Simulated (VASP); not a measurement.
# MgAu (Pm-3m) in VASP: further runs, part 2 of 2

VASP 6.6.1. Earlier steps stand in the parts before.

## Step 3: Single point, LDA (volume scaled by 0.96)

Input file INCAR:

```
ALGO = Normal ; EDIFF = 1E-6
ENCUT = 520 ; GGA = CA
ISIF = 2 ; ISMEAR = -1
LASPH = True ; LCHARG = False
LREAL = False ; LWAVE = False
NBANDS = 14 ; NELM = 60
PREC = Accurate ; SIGMA = 0.05
```

Input file KPOINTS:

```
k-points
0
Gamma
  13 13 13
```

Input file POSCAR:

```
MgAu
1.0
    3.2149540601      0.0000000000      0.0000000000
    0.0000000000      3.2149540601      0.0000000000
    0.0000000000      0.0000000000      3.2149540601
Mg Au
1 1
Direct
    0.5000000000      0.5000000000      0.5000000000
    0.0000000000      0.0000000000      0.0000000000
```

Potentials or basis: VASP PAW LDA potentials, release 64 (Mg, Au).

Run with:

```
cat potpaw_LDA.64/Mg/POTCAR potpaw_LDA.64/Au/POTCAR > POTCAR
mpirun -np 1 vasp_std > vasp.out
```

OUTCAR:

```text
EDIFF = 1E-6
   ENCUT = 520
   GGA = CA
   ISIF = 2
   ISMEAR = -1
   LASPH = True
   LREAL = False
   NELM = 60
   PREC = Accurate

 ion  position               nearest neighbor table
   1  0.500  0.500  0.500-   2 2.78   2 2.78   2 2.78   2 2.78   2 2.78   2 2.78   2 2.78   2 2.78

   2  0.000  0.000  0.000-   1 2.78   1 2.78   1 2.78   1 2.78   1 2.78   1 2.78   1 2.78   1 2.78

  LATTYP: Found a simple cubic cell.
 ALAT       =     3.2149540601

  Lattice vectors:

 A1 = (   3.2149540601,   0.0000000000,   0.0000000000)
[... 585 lines left out ...]
      9      13.3359      0.00000
     10      17.3657      0.00000
     11      18.2537      0.00000
     12      19.9821      0.00000
     13      20.5548      0.00000
     14      22.9012      0.00000

 [... further k-points ...]
[... 5 lines left out ...]
  --------------------------------------------------------------------------------------
  -------------------------------------------------------------------------------------
  Total       -0.0108866     -0.0108866     -0.0108866      0.0000000     -0.0000000      0.0000000
  in kB       -0.5249036     -0.5249036     -0.5249036      0.0000000     -0.0000000      0.0000000
  external PRESSURE =      -0.5249036 kB  Pullay stress =       0.0000000 kB

 VOLUME and BASIS-vectors are now :
 -----------------------------------------------------------------------------
  energy-cutoff  :      520.00
  volume of cell :       33.23
      direct lattice vectors                 reciprocal lattice vectors
     3.214954060  0.000000000  0.000000000     0.311046435  0.000000000  0.000000000
     0.000000000  3.214954060  0.000000000     0.000000000  0.311046435  0.000000000
     0.000000000  0.000000000  3.214954060     0.000000000  0.000000000  0.311046435

 POSITION                                       TOTAL-FORCE (eV/Angst)
 -----------------------------------------------------------------------------------
      1.60748      1.60748      1.60748         0.000000      0.000000      0.000000
      0.00000      0.00000      0.00000         0.000000      0.000000      0.000000
 -----------------------------------------------------------------------------------
    total drift:                               -0.000000      0.000000      0.000000

  FREE ENERGIE OF THE ION-ELECTRON SYSTEM (eV)
  ---------------------------------------------------
  free  energy   TOTEN  =        -7.6174789142 eV

  energy  without entropy=       -7.6122203463  energy(sigma->0) =       -7.61484963
```

Run time: 14 s. Hardware: 1 thread of Intel Xeon 6975P-C, shared host; peak memory 0.16 GiB.

What came out:

| Quantity | Value |
| --- | --- |
| Free energy | -7.6175 eV |
| Pressure | -0.1 GPa |

Caveat: spin-orbit coupling is left out, which moves the levels of the heavy elements.

## Step 4: Single point, LDA (volume scaled by 0.98)

Input file INCAR:

```
PREC = Accurate ; ENCUT = 520
EDIFF = 1E-7 ; ISMEAR = -1
SIGMA = 0.05 ; LREAL = F
LASPH = T ; NELM = 100
ALGO = Normal ; ISIF = 2
LWAVE = F ; LCHARG = F
GGA = CA ; NBANDS = 14
```

Input file KPOINTS:

```
regular mesh
0
Gamma
  13 13 13
```

Input file POSCAR:

```
MgAu
1.0
    3.2371268577      0.0000000000      0.0000000000
    0.0000000000      3.2371268577      0.0000000000
    0.0000000000      0.0000000000      3.2371268577
Mg Au
1 1
Direct
    0.5000000000      0.5000000000      0.5000000000
    0.0000000000      0.0000000000      0.0000000000
```

Run with:

```
cat potpaw_LDA.64/Mg/POTCAR potpaw_LDA.64/Au/POTCAR > POTCAR
mpirun -np 1 vasp_std > vasp.out
```

It took 13 s on 1 thread of Intel Xeon 6975P-C, shared host; peak memory 0.16 GiB.

The run converged. Its results:

| Item | Value |
| --- | --- |
| Free energy | -7.6131 eV |
| Pressure | -2.1 GPa |

Levels at points of the mesh, in eV from the Fermi level:
| k point | band 4 | band 5 | band 6 | band 7 | band 8 | band 9 |
| --- | --- | --- | --- | --- | --- | --- |
| (0.00, 0.00, 0.00) | -4.10 | -4.10 | -4.10 | 5.43 | 5.43 | 5.43 |

Caveat: spin-orbit coupling is left out, which moves the levels of the heavy elements.

## Step 5: Single point, LDA (volume scaled by 0.99)

Input file INCAR:

```
PREC     = Accurate       # precision mode
ENCUT    = 520            # plane-wave cutoff, eV
EDIFF    = 1E-6           # SCF threshold, eV
ISMEAR   = -1             # smearing method
SIGMA    = 0.05           # smearing width, eV
LREAL    = F              # projectors in reciprocal space
LASPH    = T              # aspherical terms in the spheres
NELM     = 60             # most SCF steps
ALGO     = Normal         # electronic algorithm
ISIF     = 2              # what is computed and relaxed
LWAVE    = F              # write WAVECAR
LCHARG   = T              # write CHGCAR
LELF     = T              # ELF
LVHAR    = T            
NBANDS   = 14             # bands
```

Input file KPOINTS:

```
Automatic mesh
0
Gamma
  13 13 13
```

Input file POSCAR:

```
MgAu
1.0
    3.2481002530      0.0000000000      0.0000000000
    0.0000000000      3.2481002530      0.0000000000
    0.0000000000      0.0000000000      3.2481002530
Mg Au
1 1
Direct
    0.5000000000      0.5000000000      0.5000000000
    0.0000000000      0.0000000000      0.0000000000
```

Run with:

```
cat potpaw_LDA.64/Mg/POTCAR potpaw_LDA.64/Au/POTCAR > POTCAR
mpirun -np 1 vasp_std > vasp.out
```

It took 12 s on 1 thread of Intel Xeon 6975P-C, shared host; peak memory 0.16 GiB.

It converged, with:

- Free energy: -7.6077 eV
- Pressure: -3.0 GPa

Levels at points of the mesh, in eV from the Fermi level:
| k point | band 4 | band 5 | band 6 | band 7 | band 8 | band 9 |
| --- | --- | --- | --- | --- | --- | --- |
| (0.00, 0.00, 0.00) | -4.07 | -4.07 | -4.07 | 5.41 | 5.41 | 5.41 |

Caveat: spin-orbit coupling is left out, which moves the levels of the heavy elements.

## Step 6: The runs side by side

```csv
cell,gap on the mesh (eV),pressure (GPa)
"a = 3.192 Å, 2 atoms",none,2.2
"a = 3.215 Å, 2 atoms",none,-0.1
"a = 3.237 Å, 2 atoms",none,-2.1
"a = 3.248 Å, 2 atoms",none,-3.0
```

Alike in all rows: task single point; level LDA; potentials or basis VASP PAW LDA potentials, release 64 (Mg, Au); no spin polarisation; k mesh 13 × 13 × 13; cutoff (eV) 520; smearing fermi-dirac 0.05 eV.

Caveats: spin-orbit coupling is left out, which moves the levels of the heavy elements.

Absolute energies hang on the potentials; compare differences alone.
